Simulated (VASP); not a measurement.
Wanted: the native input for a VASP 6.6.1 run.

```
Task                   : single point
Functional             : r2SCAN
Potentials or basis    : VASP PAW PBE potentials, release 64 (Li_sv, Be)
Cutoff                 : 520 eV
k mesh                 : 7 × 7 × 7
Occupations            : fermi-dirac, width 0.1 eV
Spin                   : no spin polarisation
Dipole correction      : no
Further INCAR settings : ALGO = Normal; EDIFF = 1e-07; NBANDS = 10
```

Crystal: LiBe.

```
Li Be
1.0
     2.80804    0.02159    0.00696
     0.02159    2.80129    0.00898
     0.00696    0.00898    2.80327
Li Be
1 1
Direct
  0.02485 0.03291 0.03548
  0.48283 0.49539 0.53260
```

These files were run (other wordings do the same):

POSCAR

```
LiBe
1.0
    2.8080400000      0.0215900000      0.0069600000
    0.0215900000      2.8012900000      0.0089800000
    0.0069600000      0.0089800000      2.8032700000
Li Be
1 1
Direct
    0.0248500000      0.0329100000      0.0354800000
    0.4828292823      0.4953937103      0.5326043773
```

INCAR.step1

```
SYSTEM = LiBe
PREC = Accurate
ENCUT = 520
ISMEAR = -1
SIGMA = 0.1
LREAL = .False.
LASPH = .True.
NELM = 60
NBANDS = 10
GGA = PE
ALGO = Normal
EDIFF = 1E-4
LWAVE = .True.
LCHARG = .False.
```

INCAR.step2

```
SYSTEM = LiBe
PREC = Accurate
ENCUT = 520
EDIFF = 1E-7
ISMEAR = -1
SIGMA = 0.1
LREAL = .False.
LASPH = .True.
NELM = 60
ALGO = Normal
ISIF = 2
LWAVE = .False.
LCHARG = .False.
METAGGA = R2SCAN
LMIXTAU = .True.
NBANDS = 10
ISTART = 1
```

KPOINTS

```
Automatic mesh
0
Gamma
  7 7 7
  0 0 0
```

Potentials or basis: VASP PAW PBE potentials, release 64 (Li_sv, Be).

Run with:

```console
$ cat potpaw_PBE.64/Li_sv/POTCAR potpaw_PBE.64/Be/POTCAR > POTCAR
$ cp INCAR.step1 INCAR
$ mpirun -np 1 vasp_std > vasp.out
$ cp INCAR.step2 INCAR
$ mpirun -np 1 vasp_std > vasp.out
```

Results of the run:

```
Largest force          : 0.759 eV/Å
Band gap on the k mesh : zero (an odd number of electrons rules out a gap without spin polarisation)
```

Caveat: the PAW data sets were made with another functional, which shifts forces and pressure a little.

Wall time 2.6 min on 1 thread of Intel Xeon 8259CL (shared host), peak memory 0.16 GiB.
